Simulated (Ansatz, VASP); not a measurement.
NaCl in VASP and in Ansatz

```xyz
2
Lattice="0.0000 2.7292 2.7292 2.7292 0.0000 2.7292 2.7292 2.7292 0.0000" Properties=species:S:1:pos:R:3 pbc="T T T"
Na    0.0000    0.0000    0.0000
Cl    2.7292    2.7292    2.7292
```

Alike in both runs: task single point; functional PBE; k mesh 8 × 8 × 8; occupations gaussian, width 0.05 eV; no spin polarisation.

```csv
,VASP,Ansatz
version,VASP 6.6.1,Ansatz 0.2.0
potentials or method,"VASP PAW PBE potentials, release 64 (Na_pv, Cl), cutoff 520 eV","scalar-relativistic, plane waves, PAW"
valence electrons in the cell,14,16
```

```tsv
	VASP	Ansatz	Ansatz less VASP
gap on the k mesh at the Fermi level (eV)	5.51	5.51	0.000
least direct gap on the mesh (eV)	5.51	5.51	0.000
pressure (GPa)	4.0	4.1	+0.02
```

VASP's potentials hold 14 valence electrons a cell and Ansatz's 16, so a difference there can come from the potentials and not from the codes.
